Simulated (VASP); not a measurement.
Write the native input for VASP 6.6.1 that does the following.

* Task: single point
* Functional: LDA
* Potentials or basis: VASP PAW LDA potentials, release 64 (Na_pv, Cl)
* Cutoff: 520 eV
* k mesh: 6 × 6 × 6
* Occupations: gaussian, width 0.05 eV
* Spin: no spin polarisation
* Dipole correction: no
* Further INCAR settings: ALGO = Normal; EDIFF = 1e-06; NBANDS = 14

The structure of NaCl lies in POSCAR:

```
NaCl
1.0
    3.7823652000      0.0000000000      0.0000000000
    0.0000000000      3.7823652000      0.0000000000
    0.0000000000      0.0000000000      3.2220148000
Na Cl
1 1
Direct
    0.0000000000      0.0000000000      0.0000000000
    0.5000000000      0.5000000000      0.5000000000
```

This cell differs from its parent crystal: strain +0.080 along x and y, -0.080 along z.

The input as run:

INCAR

```
SYSTEM = NaCl
PREC = Accurate
ENCUT = 520
EDIFF = 1E-6
ISMEAR = 0
SIGMA = 0.05
LREAL = .False.
LASPH = .True.
NELM = 60
ALGO = Normal
ISIF = 2
LWAVE = .False.
LCHARG = .False.
NBANDS = 14
```

KPOINTS

```
regular mesh
0
Gamma
  6 6 6
  0 0 0
```

Potentials or basis: VASP PAW LDA potentials, release 64 (Na_pv, Cl).

Launch:

```sh
$ cat potpaw_LDA.64/Na_pv/POTCAR potpaw_LDA.64/Cl/POTCAR > POTCAR
$ mpirun -np 1 vasp_std > vasp.out
```

Results of the run:

| Quantity | Value |
| --- | --- |
| Pressure | -3.7 GPa |
| Band gap on the k mesh | 2.37 eV, indirect (least direct gap 2.62 eV) |

Caveat: the cell differs from its parent crystal (strain +0.080 along x and y, -0.080 along z).

Wall time 8.2 s on 1 thread of AMD EPYC 9R45 96-Core Processor (Zen 5), with other jobs on the host, peak memory 0.11 GiB.
